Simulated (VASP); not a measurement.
NaI: single point with PBEsol

NaI:

```
Na I
1.0
     0.00000    3.13931    3.18785
     3.13931    0.00000    3.18785
     3.13931    3.13931    0.00000
Na I
1 1
Direct
  0.00000 0.00000 0.00000
  0.50000 0.50000 0.50000
```

This cell differs from its parent crystal: strain -0.030 along x and y, -0.015 along z.

```
Program                : VASP 6.6.1
Task                   : single point
Functional             : PBEsol
Potentials or basis    : VASP PAW PBE potentials, release 64 (Na_pv, I)
Cutoff                 : 520 eV
k mesh                 : 6 × 6 × 6
Occupations            : gaussian, width 0.05 eV
Spin                   : no spin polarisation
Dipole correction      : no
Further INCAR settings : ALGO = Normal; EDIFF = 1e-06; NBANDS = 14
```

The pressure is 0.9 GPa and the band gap on the k mesh is 3.70 eV, direct.

Stress tensor (GPa, compression positive):
```
1.07 0.00 0.00
0.00 1.07 0.00
0.00 0.00 0.53
```

Levels at points of the mesh, in eV from the valence-band top:
| k point | band 4 | band 5 | band 6 | band 7 | band 8 | band 9 | band 10 | band 11 |
| --- | --- | --- | --- | --- | --- | --- | --- | --- |
| (0.00, 0.00, 0.00) | -11.28 | -0.02 | -0.02 | 0.00 | 3.70 | 7.76 | 7.86 | 7.86 |
| (0.50, 0.00, 0.00) | -10.88 | -2.52 | -0.36 | -0.33 | 4.95 | 7.36 | 7.48 | 9.25 |
| (0.50, 0.50, 0.00) | -10.80 | -2.22 | -0.85 | -0.85 | 4.49 | 5.29 | 10.13 | 11.69 |
| (0.50, 0.00, 0.50) | -10.78 | -2.21 | -0.92 | -0.86 | 4.46 | 5.25 | 10.23 | 11.49 |

It took 36 s on 1 thread of Intel Xeon 6975P-C (shared host), peak memory 0.21 GiB.

Caveat: the cell differs from its parent crystal (strain -0.030 along x and y, -0.015 along z); the PAW data sets were made with another functional, which shifts forces and pressure a little; spin-orbit coupling is left out, which moves the levels of the heavy elements.
